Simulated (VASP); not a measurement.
Wanted: the native input for a VASP 6.6.1 run.

```yaml
Task: single point
Functional: PBEsol
Potentials_or_basis: VASP PAW PBE potentials, release 64 (Rh_pv)
Cutoff: 520 eV
k_mesh: 9 × 9 × 9
Occupations: fermi-dirac, width 0.05 eV
Spin: non-collinear spin, zero start, spin-orbit coupling
Starting_moments: "[[0.0, 0.0, 0.0]] μB"
Dipole_correction: no
Further_INCAR_settings: ALGO = Fast; EDIFF = 1e-07; NBANDS = 26
```

The structure of Rh lies in POSCAR:

```
Rh
1.0
    0.0000000000      1.8978500000      1.8978500000
    1.8978500000      0.0000000000      1.8978500000
    1.8978500000      1.8978500000      0.0000000000
Rh
1
Direct
    0.0000000000      0.0000000000      0.0000000000
```

One way to write it, as run:

INCAR

```
SYSTEM = Rh
  ALGO = Fast
  EDIFF = 1E-7
  ENCUT = 520
  GGA = PS
  GGA_COMPAT = .False.
  ISIF = 2
  ISMEAR = -1
  LASPH = .True.
  LCHARG = .False.
  LMAXMIX = 4
  LORBIT = 11
  LORBMOM = .True.
  LREAL = .False.
  LSORBIT = .True.
  LWAVE = .False.
  MAGMOM = 0 0 0
  NBANDS = 26
  NELM = 150
  PREC = Accurate
  SIGMA = 0.05
```

KPOINTS

```
k-points
0
Gamma
  9 9 9
  0 0 0
```

Potentials or basis: VASP PAW PBE potentials, release 64 (Rh_pv).

The run is started by

```console
$ cat potpaw_PBE.64/Rh_pv/POTCAR > POTCAR
$ mpirun -np 1 vasp_ncl > vasp.out
```

Results of the run:

```json
{
 "Pressure": "-3.2 GPa",
 "Net moment": "0.00 μB per cell",
 "Valence electrons inside the program's atomic spheres": "Rh 13.79"
}
```

Caveat: the PAW data sets were made with another functional, which shifts forces and pressure a little.

It took 15 s on 1 thread of Intel(R) Xeon(R) 6975P-C (Granite Rapids) (shared host), peak memory 0.16 GiB.
